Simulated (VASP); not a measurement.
# Be (P4_322) in VASP: single point with PBE

Aim: the single point of Be with PBE.

Program: VASP 6.6.1. These are calculated values, not measurements. Logs are shortened: lines on timing, memory, paths and dates and some standing lists are left out, and cuts for length are marked.

**1. The cell of the first run**

It takes space group P4_322 (No. 95, tetragonal). Conventional cell: a = 5.309 Å, b = 5.309 Å, c = 4.234 Å, α = 90.00°, β = 90.00°, γ = 90.00°. Within 2.7 Å of Be (site symmetry 2) lie 6 Be at 2.03 to 2.31 Å. Within 2.7 Å of Be (site symmetry 1) lie 9 Be at 2.03 to 2.50 Å.

**2. Single point, PBE**

The input, POSCAR:

```
Be
1.0
    5.3088362425      0.0000000000      0.0000000000
    0.0000000000      5.3088362425      0.0000000000
    0.0000000000      0.0000000000      4.2335054698
Be
12
Direct
    0.8355046694      0.8355046694      0.6250000000
    0.1644953306      0.1644953306      0.1250000000
    0.1644953306      0.8355046694      0.3750000000
    0.8355046694      0.1644953306      0.8750000000
    0.2353402322      0.5267527811      0.0020834948
    0.7646597678      0.4732472189      0.5020834948
    0.4732472189      0.2353402322      0.7520834948
    0.5267527811      0.7646597678      0.2520834948
    0.7646597678      0.5267527811      0.9979165052
    0.2353402322      0.4732472189      0.4979165052
    0.5267527811      0.2353402322      0.2479165052
    0.4732472189      0.7646597678      0.7479165052
```

The input, INCAR.step1:

```
SYSTEM = Be
PREC     = Accurate       ! precision mode
ENCUT    = 520            ! plane-wave cutoff, eV
EDIFF    = 1E-6           ! SCF threshold, eV
ISMEAR   = 0              ! smearing method
SIGMA    = 0.1            ! smearing width, eV
LREAL    = .False.        ! projectors in reciprocal space
LASPH    = .True.         ! aspherical terms in the spheres
NELM     = 100            ! most SCF steps
ALGO     = Fast           ! electronic algorithm
ISIF     = 2              ! what is computed and relaxed
LWAVE    = .False.        ! write WAVECAR
LCHARG   = .True.         ! write CHGCAR
GGA      = PE             ! functional
NBANDS   = 24             ! bands
```

The input, KPOINTS.step1:

```
regular mesh
0
Gamma
  8 8 10
  0 0 0
```

The input, INCAR.step2:

```
SYSTEM = Be
PREC     = Accurate       ! precision mode
ENCUT    = 520            ! plane-wave cutoff, eV
EDIFF    = 1E-6           ! SCF threshold, eV
ISMEAR   = -5             ! smearing method
SIGMA    = 0.1            ! smearing width, eV
LREAL    = .False.        ! projectors in reciprocal space
LASPH    = .True.         ! aspherical terms in the spheres
NELM     = 100            ! most SCF steps
ALGO     = Fast           ! electronic algorithm
ISIF     = 2              ! what is computed and relaxed
LWAVE    = .False.        ! write WAVECAR
LCHARG   = .False.        ! write CHGCAR
GGA      = PE             ! functional
LORBIT   = 11             ! projections on sites
NEDOS    = 1001           ! points of the DOS
ICHARG   = 11             ! starting density
```

The input, KPOINTS.step2:

```
regular mesh
0
Gamma
  12 12 15
  0 0 0
```

Potentials or basis: VASP PAW PBE potentials, release 64 (Be).

Command:

```
cat potpaw_PBE.64/Be/POTCAR > POTCAR
cp INCAR.step1 INCAR
cp KPOINTS.step1 KPOINTS
mpirun -np 1 vasp_std > vasp.out
cp INCAR.step2 INCAR
cp KPOINTS.step2 KPOINTS
mpirun -np 1 vasp_std > vasp.out
```

OUTCAR:

```text
SYSTEM = Be
   PREC = Accurate
   ENCUT = 520
   EDIFF = 1E-6
   ISMEAR = -5
   LREAL = .False.
   LASPH = .True.
   NELM = 100
   ISIF = 2
   GGA = PE
   LORBIT = 11
   ICHARG = 11

 ion  position               nearest neighbor table
   1  0.836  0.836  0.625-   6 2.03  12 2.03   3 2.04   4 2.04   9 2.31   8 2.31
   2  0.164  0.164  0.125-   5 2.03  11 2.03   3 2.04   4 2.04  10 2.31   7 2.31
   3  0.164  0.836  0.375-   8 2.03  10 2.03   1 2.04   2 2.04   5 2.31  12 2.31
   4  0.836  0.164  0.875-   7 2.03   9 2.03   1 2.04   2 2.04   6 2.31  11 2.31
   5  0.235  0.527  0.002-   2 2.03  12 2.09  10 2.12  10 2.15   8 2.26   7 2.26   3 2.31
   6  0.765  0.473  0.502-   1 2.03  11 2.09   9 2.12   9 2.15   8 2.26   7 2.26   4 2.31
   7  0.473  0.235  0.752-   4 2.03  10 2.09  11 2.12  11 2.15   6 2.26   5 2.26   2 2.31
   8  0.527  0.765  0.252-   3 2.03   9 2.09  12 2.12  12 2.15   6 2.26   5 2.26   1 2.31
   9  0.765  0.527  0.998-   4 2.03   8 2.09   6 2.12   6 2.15  11 2.26  12 2.26   1 2.31
  10  0.235  0.473  0.498-   3 2.03   7 2.09   5 2.12   5 2.15  11 2.26  12 2.26   2 2.31
  11  0.527  0.235  0.248-   2 2.03   6 2.09   7 2.12   7 2.15   9 2.26  10 2.26   4 2.31
  12  0.473  0.765  0.748-   1 2.03   5 2.09   8 2.12   8 2.15   9 2.26  10 2.26   3 2.31

  LATTYP: Found a simple tetragonal cell.
 ALAT       =     5.3088362425
 C/A-ratio  =     0.7974451041

  Lattice vectors:

 A1 = (   5.3088362425,   0.0000000000,   0.0000000000)
 A2 = (   0.0000000000,   5.3088362425,   0.0000000000)
 A3 = (   0.0000000000,   0.0000000000,   4.2335054698)

Analysis of symmetry for initial positions (statically):
=====================================================================
 Subroutine PRICEL returns:
 Original cell was already a primitive cell.

 Routine SETGRP: Setting up the symmetry group for a
 simple tetragonal supercell.

 Subroutine GETGRP returns: Found  8 space group operations
 (whereof  2 operations were pure point group operations)
 out of a pool of 16 trial point group operations.

The static configuration has the point symmetry C_2 .
 The point group associated with its full space group is D_4 .

Analysis of symmetry for dynamics (positions and initial velocities):
=====================================================================
 Subroutine PRICEL returns:
 Original cell was already a primitive cell.

 Routine SETGRP: Setting up the symmetry group for a
 simple tetragonal supercell.

 Subroutine GETGRP returns: Found  8 space group operations
 (whereof  2 operations were pure point group operations)
 out of a pool of 16 trial point group operations.

The dynamic configuration has the point symmetry C_2 .
[... 147 lines left out ...]
   GGA     = PE    functional components
   LHFCALC =     F    Hartree Fock is set to
   AEXX    =    0.0000 exact exchange contribution
   IVDW    =     0    specifies the selected vdW correction
   LEPSILON=     F    determine dielectric tensor
   LRPA    =     F    only Hartree local field effects (RPA)
 non-spin polarized calculation
 RMM-DIIS sequential band-by-band and
 Fermi weights with tetrahedron method with Bloechl corrections
  energy-cutoff  :      520.00
  volume of cell :      119.32
 maximum number of plane-waves:      3256
 NGX is ok and might be reduce to    40

 number of electron      24.0000000 magnetization

 Free energy of the ion-electron system (eV)
  ---------------------------------------------------
  ext. energy  EPLUGINS =         0.00000000
  ---------------------------------------------------
  free energy    TOTEN  =       -38.48170121 eV

  energy without entropy =      -38.48170121  energy(sigma->0) =      -38.48170121

 E-fermi :   4.3378     XC(G=0):  -9.7365

 val. band max:        4.3868690018   @ k =   0.5000   0.5000   0.3333
 cond. band min:       4.2085092142   @ k =   0.3333   0.0833   0.4667
 fundamental gap:     -0.1783597876
 Fermi energy:         4.3377562185

 k-point     1 :       0.0000    0.0000    0.0000
  band No.  band energies     occupation
      1      -5.1024      2.00000
      2      -1.0803      2.00000
      3      -1.0803      2.00000
      4      -0.8917      2.00000
      5      -0.7683      2.00000
      6       1.0351      2.00000
[... 505 lines left out ...]
      6       1.6923      2.00000
[... 11 lines left out ...]
     18       7.6980      0.00000
     19       8.7599      0.00000

 [... further k-points ...]
[... 5 lines left out ...]
  --------------------------------------------------------------------------------------
  -------------------------------------------------------------------------------------
  Total        0.1002887      0.1002887      0.0529268      0.0000000      0.0000000      0.0000000
  in kB        1.3466785      1.3466785      0.7107023      0.0000000      0.0000000      0.0000000
  external PRESSURE =       1.1346864 kB  Pullay stress =       0.0000000 kB

 VOLUME and BASIS-vectors are now :
 -----------------------------------------------------------------------------
  energy-cutoff  :      520.00
  volume of cell :      119.32
      direct lattice vectors                 reciprocal lattice vectors
     5.308836242  0.000000000  0.000000000     0.188365200  0.000000000  0.000000000
     0.000000000  5.308836242  0.000000000     0.000000000  0.188365200  0.000000000
     0.000000000  0.000000000  4.233505470     0.000000000  0.000000000  0.236210868

 POSITION                                       TOTAL-FORCE (eV/Angst)
 -----------------------------------------------------------------------------------
      4.43556      4.43556      2.64594         0.023332      0.023332     -0.000000
      0.87328      0.87328      0.52919        -0.023332     -0.023332     -0.000000
      0.87328      4.43556      1.58756        -0.023332      0.023332     -0.000000
      4.43556      0.87328      3.70432         0.023332     -0.023332     -0.000000
      1.24938      2.79644      0.00882         0.002043      0.009976     -0.014655
      4.05945      2.51239      2.12557        -0.002043     -0.009976     -0.014655
      2.51239      1.24938      3.18395        -0.009976      0.002043     -0.014655
      2.79644      4.05945      1.06720         0.009976     -0.002043     -0.014655
      4.05945      2.79644      4.22468        -0.002043      0.009976      0.014655
      1.24938      2.51239      2.10793         0.002043     -0.009976      0.014655
      2.79644      1.24938      1.04956         0.009976      0.002043      0.014655
      2.51239      4.05945      3.16631        -0.009976     -0.002043      0.014655
 -----------------------------------------------------------------------------------
    total drift:                               -0.000000      0.000000     -0.000000

  FREE ENERGIE OF THE ION-ELECTRON SYSTEM (eV)
  ---------------------------------------------------
  free  energy   TOTEN  =       -38.4817012077 eV

  energy  without entropy=      -38.4817012077  energy(sigma->0) =      -38.48170121

 total charge

# of ion       s       p       d       tot
------------------------------------------
    1        0.462   0.637   0.000   1.099
    2        0.462   0.637   0.000   1.099
    3        0.462   0.637   0.000   1.099
    4        0.462   0.637   0.000   1.099
    5        0.426   0.684   0.000   1.109
    6        0.426   0.684   0.000   1.109
    7        0.426   0.684   0.000   1.109
    8        0.426   0.684   0.000   1.109
    9        0.426   0.684   0.000   1.109
   10        0.426   0.684   0.000   1.109
   11        0.426   0.684   0.000   1.109
   12        0.426   0.684   0.000   1.109
--------------------------------------------------
tot          5.255   8.017   0.000  13.272
```

Run time: 5.4 min. Hardware: 1 thread of AMD EPYC 9R45 (Zen 5), shared host; peak memory 0.43 GiB.

Results:

* Valence electrons inside the program's atomic spheres: Be 1.10, 1.11 (each value once)

Caveat: tetrahedron occupations give inexact forces and stress in metals.
